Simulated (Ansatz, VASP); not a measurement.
Au: VASP beside Ansatz

Contents of INCAR:

```
SYSTEM = Au
PREC = Accurate ; ENCUT = 520
EDIFF = 1E-6 ; ISMEAR = 0
SIGMA = 0.1 ; LREAL = .FALSE.
LASPH = .TRUE. ; NELM = 100
ALGO = Fast ; ISIF = 2
LWAVE = .FALSE. ; LCHARG = .FALSE.
GGA = PE ; NBANDS = 12
```

KPOINTS

```
regular mesh
0
G
  18 18 18
  0 0 0
```

The input POSCAR:

```
Au
1.0
    0.0000000000      2.1197304926      2.1197304926
    2.1197304926      0.0000000000      2.1197304926
    2.1197304926      2.1197304926      0.0000000000
Au
1
Direct
    0.0000000000      0.0000000000      0.0000000000
```

Input for Ansatz:

```yaml
crystal:
  lattice:
    - [0.0, 2.1197304926, 2.1197304926]
    - [2.1197304926, 0.0, 2.1197304926]
    - [2.1197304926, 2.1197304926, 0.0]
  atoms:
    - { symbol: Au, position: [0.0, 0.0, 0.0] }
basis:
  ecutwfc: 420
kpoints:
  mp_grid: { grid: [18, 18, 18] }
hamiltonian:
  xc: pbe
scf:
  occupations: { method: gaussian, width: 0.1 }
output:
  forces: true
  stress: true
  eigenvalues: true
```

Alike in both runs: task single point; functional PBE; k mesh 18 × 18 × 18; occupations gaussian, width 0.1 eV; no spin polarisation.

|  | VASP | Ansatz |
| --- | --- | --- |
| version | VASP 6.6.1 | Ansatz 0.2.0 |
| potentials or method | VASP PAW PBE potentials, release 64 (Au), cutoff 520 eV | scalar-relativistic, plane waves, PAW |
| valence electrons in the cell | 11 | 19 |

|  | VASP | Ansatz | Ansatz less VASP |
| --- | --- | --- | --- |
| gap on the k mesh at the Fermi level (eV) | none | none | - |
| pressure (GPa) | -7.0 | -6.9 | +0.09 |

A gap of «none» marks a metal or a gap that the smearing closes. VASP's potentials hold 11 valence electrons a cell and Ansatz's 19, so a difference there can come from the potentials and not from the codes.

Neither program's run includes spin-orbit coupling.
